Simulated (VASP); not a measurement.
Input of a VASP 6.6.1 run:

File INCAR:

```
PREC = Accurate
ENCUT = 500
EDIFF = 1E-6
ISMEAR = 0
SIGMA = 0.2
LREAL = False
LASPH = True
NELM = 200
ALGO = Normal
ISIF = 2
LWAVE = False
LCHARG = False
GGA = PE
NBANDS = 42
GGA_COMPAT = False
LMAXMIX = 6
```

File KPOINTS:

```
regular mesh
0
Gamma
  6 6 2
```

File POSCAR:

```
TbPIr2
1.0
    4.3775378765      0.0000000000      0.0000000000
   -2.1887689383      3.7910590071      0.0000000000
    0.0000000000      0.0000000000     10.1947864879
Tb P Ir
2 2 4
Direct
    0.0000000000      1.0000000000      0.2500000000
    1.0000000000      1.0000000000      0.7500000000
    0.0000000000      0.0000000000      0.0000000000
    0.0000000000      0.0000000000      0.5000000000
    0.3333333333      0.6666666667      0.0000000000
    0.3333333333      0.6666666667      0.5000000000
    0.6666666667      0.3333333333      0.0000000000
    0.6666666667      0.3333333333      0.5000000000
```

Potentials or basis: VASP PAW PBE potentials, release 64 (Tb_3, P, Ir), 4f in core.

Command:

```console
$ cat potpaw_PBE.64/Tb_3/POTCAR potpaw_PBE.64/P/POTCAR potpaw_PBE.64/Ir/POTCAR > POTCAR
$ mpirun -np 1 vasp_std > vasp.out
```

**Question.** Predict the band gap on the k mesh.

**Answer.** Zero (bands 32 and 33 overlap by 1.05 eV).

**Question.** Predict the pressure.

**Answer.** 0.5 GPa.

Stress tensor (GPa, compression positive):
```
0.60 0.00 0.00
0.00 0.60 0.00
0.00 0.00 0.28
```

Caveat: spin-orbit coupling is left out, which moves the levels of the heavy elements; the 4f electrons are frozen in the core, so they carry no moment and show no levels. Spin polarisation is off, so any magnetic state and its effect on volume and gap are missing.
